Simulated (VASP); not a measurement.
The system is CdSe (Cadmoselite).

```
CELL_PARAMETERS angstrom
4.24188 0.00000 0.00000
-2.12094 3.67358 0.00000
0.00000 0.00000 6.92512
ATOMIC_POSITIONS crystal
Cd 0.66667 0.33333 0.50000
Cd 0.33333 0.66667 0.00000
Se 0.66667 0.33333 0.88500
Se 0.33333 0.66667 0.38500
```

Base run:

| Quantity | Value |
| --- | --- |
| Program | VASP 6.6.1 |
| Functional | BLYP |
| Potentials or basis | VASP PAW PBE potentials, release 64 (Cd, Se) |
| Cutoff | 520 eV |
| k mesh | 7 × 7 × 4 |
| Occupations | fermi-dirac, width 0.05 eV |
| Spin | no spin polarisation |

Its results: band gap on the k mesh 0.76 eV, direct; pressure 9.3 GPa; largest force 0.363 eV/Å.

**Question.** After a change of settings the same cell gave: band gap on the k mesh 0.66 eV, direct; pressure 2.9 GPa; largest force 0.319 eV/Å. Which change was it?
A. functional from BLYP to LDA; potentials or basis from VASP PAW PBE potentials, release 64 (Cd, Se) to VASP PAW LDA potentials, release 64 (Cd, Se)
B. functional from BLYP to PBEsol
C. functional from BLYP to r2SCAN; further incar settings from ALGO = Normal; EDIFF = 1e-07; NBANDS = 26 to ALGO = Normal; EDIFF = 1e-06; NBANDS = 26
D. functional from BLYP to PBE exchange alone; further incar settings from ALGO = Normal; EDIFF = 1e-07; NBANDS = 26 to ALGO = Normal; EDIFF = 1e-06; NBANDS = 26

**Answer.** B.

PBEsol binds more tightly than BLYP, so the same cell stands under less pressure.

Caveats: the PAW data sets were made with another functional, which shifts forces and pressure a little.
